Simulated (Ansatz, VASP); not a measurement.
**CO2 in VASP and in Ansatz**

```
C O
1.0
    10.90000    0.00000    0.00000
     0.00000    9.20000    0.00000
     0.00000    0.00000   10.70000
C O
1 2
Cartesian
  5.4500 4.5979 5.3500
  6.4215 4.6021 4.6993
  4.4785 4.6021 6.0007
```

Alike in both runs: task single point; functional PBE; dispersion D3(BJ); k mesh 1 × 1 × 1; occupations gaussian, width 0.01 eV; no spin polarisation.

```csv
,VASP,Ansatz
version,VASP 6.6.1,Ansatz 0.2.0
potentials or method,"VASP PAW PBE potentials, release 64 (C, O), cutoff 520 eV","scalar-relativistic, plane waves, PAW"
valence electrons in the cell,16,16
```

Ansatz gave:

* gap on the k mesh at the Fermi level (eV): 7.99
* rms of the force components (eV/Å): 0.066

**Question.** Which values does VASP return?

**Answer.** gap on the k mesh at the Fermi level (eV): 7.99; rms of the force components (eV/Å): 0.364.

Atom by atom the forces differ by 0.301 eV/Å (rms over components). One of these differences is far larger than is usual between the two programs; its cause wasn't traced.

Noted on VASP's run: the standard files for N, O and F lose accuracy on very short bonds.
